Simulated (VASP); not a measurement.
# La2O3 (P-62m) in VASP: further runs

The runs below take La2O3 through single point, with LDA, PBEsol.

Program: VASP 6.6.1. These are calculated values, not measurements. Logs are shortened: lines on timing, memory, paths and dates and some standing lists are left out, and cuts for length are marked.

## 1. The cell of the first run

It takes space group P-62m (No. 189, hexagonal). The conventional cell has a = 6.139 Å, b = 6.139 Å, c = 3.232 Å, α = 90.00°, β = 90.00°, γ = 120.00°. La (site symmetry -6) has 6 O at 2.40 Å and 2 La at 3.23 Å within 3.3 Å. Within 3.3 Å of O (site symmetry m2m) lie 4 La at 2.40 Å and 6 O at 3.07 to 3.23 Å.

## 2. Single point, LDA (21.10 Å³/atom)

The input, INCAR:

```
SYSTEM = La2O3
PREC = Accurate ; ENCUT = 520
EDIFF = 1E-6 ; ISMEAR = -1
SIGMA = 0.05 ; LREAL = .False.
LASPH = .True. ; NELM = 100
ALGO = Normal ; ISIF = 2
LWAVE = .False. ; LCHARG = .False.
GGA = CA ; NBANDS = 28
```

The input, KPOINTS:

```
regular mesh
0
Gamma
  5 5 8
  0 0 0
```

The input, POSCAR:

```
La2O3
1.0
    6.1388509059      0.0000000000      0.0000000000
   -3.0694254530      5.3164008346      0.0000000000
    0.0000000000      0.0000000000      3.2324049356
La O
2 3
Direct
    0.6666666667      0.3333333333      0.5000000000
    0.3333333333      0.6666666667      0.5000000000
    0.5080139900      0.0000000000      0.0000000000
    0.0000000000      0.5080139900      0.0000000000
    0.4919860100      0.4919860100      0.0000000000
```

Potentials or basis: VASP PAW LDA potentials, release 64 (La, O).

Started as:

```sh
$ cat potpaw_LDA.64/La/POTCAR potpaw_LDA.64/O/POTCAR > POTCAR
$ mpirun -np 1 vasp_std > vasp.out
```

OUTCAR:

```text
SYSTEM = La2O3
   PREC = Accurate
   ENCUT = 520
   EDIFF = 1E-6
   ISMEAR = -1
   LREAL = .False.
   LASPH = .True.
   NELM = 100
   ISIF = 2
   GGA = CA

 ion  position               nearest neighbor table
   1  0.667  0.333  0.500-   4 2.40   4 2.40   3 2.40   3 2.40   5 2.40   5 2.40   2 3.54   2 3.54
                             2 3.54
   2  0.333  0.667  0.500-   4 2.40   4 2.40   3 2.40   3 2.40   5 2.40   5 2.40   1 3.54   1 3.54
                             1 3.54
   3  0.508  0.000  0.000-   1 2.40   1 2.40   2 2.40   2 2.40
   4  0.000  0.508  0.000-   2 2.40   2 2.40   1 2.40   1 2.40
   5  0.492  0.492  0.000-   1 2.40   1 2.40   2 2.40   2 2.40

  LATTYP: Found a hexagonal cell.
 ALAT       =     6.1388509059
 C/A-ratio  =     0.5265488583

  Lattice vectors:

 A1 = (   6.1388509059,   0.0000000000,   0.0000000000)
 A2 = (  -3.0694254530,   5.3164008346,   0.0000000000)
 A3 = (   0.0000000000,   0.0000000000,   3.2324049356)

Analysis of symmetry for initial positions (statically):
=====================================================================
 Subroutine PRICEL returns:
 Original cell was already a primitive cell.

 Routine SETGRP: Setting up the symmetry group for a
 hexagonal supercell.

 Subroutine GETGRP returns: Found 12 space group operations
 (whereof 12 operations were pure point group operations)
 out of a pool of 24 trial point group operations.

The static configuration has the point symmetry D_3h.

Analysis of symmetry for dynamics (positions and initial velocities):
=====================================================================
 Subroutine PRICEL returns:
 Original cell was already a primitive cell.

 Routine SETGRP: Setting up the symmetry group for a
 hexagonal supercell.

 Subroutine GETGRP returns: Found 12 space group operations
 (whereof 12 operations were pure point group operations)
 out of a pool of 24 trial point group operations.

The dynamic configuration has the point symmetry D_3h.

 Subroutine INISYM returns: Found 12 space group operations
 (whereof 12 operations are pure point group operations),
 and found     1 'primitive' translations

----------------------------------------------------------------------------------------

                                     Primitive cell

  volume of cell :     105.4947

  direct lattice vectors                    reciprocal lattice vectors
     6.138850906  0.000000000  0.000000000     0.162896935  0.094048590  0.000000000
    -3.069425453  5.316400835  0.000000000     0.000000000  0.188097179  0.000000000
     0.000000000  0.000000000  3.232404936     0.000000000  0.000000000  0.309367180

  length of vectors
     6.138850906  6.138850906  3.232404936     0.188097179  0.188097179  0.309367180

  position of ions in fractional coordinates (direct lattice)
     0.666666667  0.333333333  0.500000000
     0.333333333  0.666666667  0.500000000
     0.508013990  0.000000000  0.000000000
     1.000000000  0.508013990  0.000000000
     0.491986010  0.491986010  0.000000000

  ion indices of the primitive-cell ions
   primitive index   ion index
                 1           1
                 2           2
                 3           3
                 4           4
                 5           5

----------------------------------------------------------------------------------------

 KPOINTS: regular mesh

Automatic generation of k-mesh.
 Grid dimensions read from file:
 generate k-points for:    5    5    8

 Generating k-lattice:

  Cartesian coordinates                     Fractional coordinates (reciprocal lattice)
     0.032579387  0.018809718  0.000000000     0.200000000  0.000000000  0.000000000
     0.000000000  0.037619436  0.000000000     0.000000000  0.200000000  0.000000000
     0.000000000  0.000000000  0.038670898     0.000000000  0.000000000  0.125000000

  Length of vectors
     0.037619436  0.037619436  0.038670898

  Shift w.r.t. Gamma in fractional coordinates (k-lattice)
     0.000000000  0.000000000  0.000000000

 Subroutine IBZKPT returns following result:
 ===========================================

 Found     25 irreducible k-points:

 Following reciprocal coordinates:
            Coordinates               Weight
  0.000000  0.000000  0.000000      1.000000
  0.200000  0.000000  0.000000      6.000000
  0.400000 -0.000000  0.000000      6.000000
  0.200000  0.200000  0.000000      6.000000
  0.400000  0.200000  0.000000      6.000000
  0.000000  0.000000  0.125000      2.000000
[... 16 lines left out ...]
  0.400000 -0.000000  0.500000      6.000000
  0.200000  0.200000  0.500000      6.000000
   k-points           NKPTS =     25   k-points in BZ     NKDIM =     25   number of bands    NBANDS=     28
   number of dos      NEDOS =    301   number of ions     NIONS =      5
   total plane-waves  NPLWV =  55296
   dimension x,y,z NGX =    48 NGY =   48 NGZ =   24
   dimension x,y,z NGXF=    96 NGYF=   96 NGZF=   48
   ions per type =               2   3
   NGX,Y,Z   is equivalent  to a cutoff of  13.00, 13.00, 12.34 a.u.
   NGXF,Y,Z  is equivalent  to a cutoff of  26.00, 26.00, 24.69 a.u.
 SYSTEM =  La2O3
   PREC   = accura    normal or accurate (medium, high low for compatibility)
   ISTART =      0    job   : 0-new  1-cont  2-samecut
   ICHARG =      2    charge: 1-file 2-atom 10-const
   ISPIN  =      1    spin polarized calculation?
   LNONCOLLINEAR =      F non collinear calculations
   LSORBIT =      F    spin-orbit coupling
   LASPH  =      T    aspherical Exc in radial PAW
   ENCUT  =  520.0 eV  38.22 Ry    6.18 a.u.  11.41 11.41  6.01*2*pi/ulx,y,z
   NELM   =    100;   NELMIN=  2; NELMDL= -5     # of ELM steps
   EDIFF  = 0.1E-05   stopping-criterion for ELM
   LREAL  =      F    real-space projection
   EDIFFG = 0.1E-04   stopping-criterion for IOM
   NSW    =      0    number of steps for IOM
   IBRION =     -1    ionic relax: 0-MD 1-quasi-New 2-CG
   NFREE  =      0    steps in history (QN), initial steepest desc. (CG)
   ISIF   =      2    stress and relaxation
   ISYM   =      2    0-nonsym 1-usesym 2-fastsym
   POTIM  = 0.5000    time-step for ionic-motion
   TEBEG  =    0.0;   TEEND  =   0.0 temperature during run
   PSTRESS=    0.0 pullay stress
   NELECT =      40.0000    total number of electrons
   NUPDOWN=      -1.0000    fix difference up-down
   EMIN   =  10.00;   EMAX   =-10.00  energy-range for DOS
   EFERMI =   0.00;   METHOD = LEGACY
   ISMEAR =    -1;   SIGMA  =   0.05  broadening in eV -4-tet -1-fermi 0-gaus
   EFERMI_NEDOS =   21; number of points for ismear=-14 and -15
   IALGO  =     38    algorithm
   IMIX   =      4    mixing-type and parameters
     AMIX     =   0.40;   BMIX     =  1.00
     AMIX_MAG =   1.60;   BMIX_MAG =  1.00
  volume/ion in A,a.u.               =      21.10       142.38
  Fermi-wavevector in a.u.,A,eV,Ry     =   1.184908  2.239151 19.102675  1.404007
  Thomas-Fermi vector in A             =   2.321113
   LORBIT       =      0    0 simple, 1 ext, 2 COOP (PROOUT), +10 PAW based schemes
   GGA     = CA    functional components
   LHFCALC =     F    Hartree Fock is set to
   AEXX    =    0.0000 exact exchange contribution
   IVDW    =     0    specifies the selected vdW correction
   LEPSILON=     F    determine dielectric tensor
   LRPA    =     F    only Hartree local field effects (RPA)
 non-spin polarized calculation
  energy-cutoff  :      520.00
  volume of cell :      105.49
 maximum number of plane-waves:      2880
 NGX is ok and might be reduce to    48
   NGX = 23   NGY = 23   NGZ = 13

 number of electron      39.9999991 magnetization

 Free energy of the ion-electron system (eV)
  ---------------------------------------------------
  ext. energy  EPLUGINS =         0.00000000
  ---------------------------------------------------
  free energy    TOTEN  =       -44.39442783 eV

  energy without entropy =      -44.39442741  energy(sigma->0) =      -44.39442762

 E-fermi :   4.3592     XC(G=0):  -9.0764

 val. band max:        3.8471969361   @ k =   0.0000   0.0000   0.5000
 cond. band min:       4.8705259109   @ k =   0.0000   0.0000   0.0000
 fundamental gap:      1.0233289748
 Fermi energy:         4.3592056207

 k-point     1 :       0.0000    0.0000    0.0000
  band No.  band energies     occupation
      1     -26.6324      2.00000
      2     -26.3283      2.00000
      3     -14.0043      2.00000
      4     -14.0043      2.00000
      5     -12.0530      2.00000
      6     -10.1823      2.00000
[... 20 lines left out ...]
     27       8.5641      0.00000
     28       8.5972      0.00000

 k-point     2 :       0.2000    0.0000    0.0000
  band No.  band energies     occupation
      1     -26.6080      2.00000
      2     -26.3550      2.00000
      3     -14.0114      2.00000
      4     -13.8884      2.00000
      5     -12.3216      2.00000
      6     -10.1455      2.00000
[... 20 lines left out ...]
     27       8.5788      0.00000
     28       8.5892      0.00000

 k-point     3 :       0.4000   -0.0000    0.0000
  band No.  band energies     occupation
      1     -26.5506      2.00000
      2     -26.4161      2.00000
      3     -14.0227      2.00000
      4     -13.6080      2.00000
      5     -12.7886      2.00000
      6     -10.0838      2.00000
[... 20 lines left out ...]
     27       8.6217      0.00000
     28       8.6286      0.00000

 k-point     4 :       0.2000    0.2000    0.0000
  band No.  band energies     occupation
      1     -26.5650      2.00000
      2     -26.4011      2.00000
      3     -14.0237      2.00000
      4     -13.6732      2.00000
      5     -12.6898      2.00000
      6     -10.0828      2.00000
[... 578 lines left out ...]
     27       8.2383      0.00000
     28       8.3053      0.00000

 k-point    23 :       0.4000   -0.0000    0.5000
  band No.  band energies     occupation
      1     -26.1295      2.00000
      2     -26.0305      2.00000
      3     -14.4369      2.00000
      4     -13.6325      2.00000
      5     -12.3892      2.00000
      6     -10.7865      2.00000
[... 20 lines left out ...]
     27       8.3626      0.00000
     28       8.5507      0.00000

 k-point    24 :       0.2000    0.2000    0.5000
  band No.  band energies     occupation
      1     -26.1401      2.00000
      2     -26.0195      2.00000
      3     -14.5043      2.00000
      4     -13.5069      2.00000
      5     -12.3893      2.00000
      6     -10.7897      2.00000
[... 20 lines left out ...]
     27       8.3722      0.00000
     28       8.4707      0.00000

 [... further k-points ...]

------------------------ aborting loop because EDIFF is reached ----------------------------------------

  FORCE on cell =-STRESS in cart. coord.  units (eV):
  Direction    XX          YY          ZZ          XY          YZ          ZX
  --------------------------------------------------------------------------------------
  -------------------------------------------------------------------------------------
  Total        2.4848272      2.4848272      1.6795080     -0.0000000      0.0000000      0.0000000
  in kB       37.7377681     37.7377681     25.5071587     -0.0000000      0.0000000      0.0000000
  external PRESSURE =      33.6608983 kB  Pullay stress =       0.0000000 kB

 VOLUME and BASIS-vectors are now :
 -----------------------------------------------------------------------------
  energy-cutoff  :      520.00
  volume of cell :      105.49
      direct lattice vectors                 reciprocal lattice vectors
     6.138850906  0.000000000  0.000000000     0.162896935  0.094048590  0.000000000
    -3.069425453  5.316400835  0.000000000     0.000000000  0.188097179  0.000000000
     0.000000000  0.000000000  3.232404936     0.000000000  0.000000000  0.309367180

 POSITION                                       TOTAL-FORCE (eV/Angst)
 -----------------------------------------------------------------------------------
      3.06943      1.77213      1.61620        -0.000000     -0.000000      0.000000
     -0.00000      3.54427      1.61620        -0.000000      0.000000      0.000000
      3.11862      0.00000      0.00000        -0.039450      0.000000     -0.000000
     -1.55931      2.70081      0.00000         0.019725     -0.034165      0.000000
      1.51011      2.61559      0.00000         0.019725      0.034165     -0.000000
 -----------------------------------------------------------------------------------
    total drift:                                0.000000      0.000001     -0.000000

  FREE ENERGIE OF THE ION-ELECTRON SYSTEM (eV)
  ---------------------------------------------------
  free  energy   TOTEN  =       -44.3944278267 eV

  energy  without entropy=      -44.3944274110  energy(sigma->0) =      -44.39442762
```

It took 50 s on 1 thread of Intel Xeon 6975P-C (Granite Rapids), shared host; peak memory 0.22 GiB.

Results:

```yaml
Free_energy: -44.3944 eV
Pressure: 3.4 GPa
Largest_force: 0.039 eV/Å
Band_gap_on_the_k_mesh: 1.02 eV (least direct gap 1.74 eV)
```

Forces in eV/Å, atoms in the order of the input:
```
La   0.000  0.000  0.000
La   0.000  0.000  0.000
O   -0.039  0.000  0.000
O    0.020 -0.034  0.000
O    0.020  0.034  0.000
```

Caveat: the cell stands under pressure; spin-orbit coupling is left out, which moves the levels of the heavy elements; an odd mesh through Γ misses points on the zone boundary, where band edges can lie.

[end of part 1 of 2]
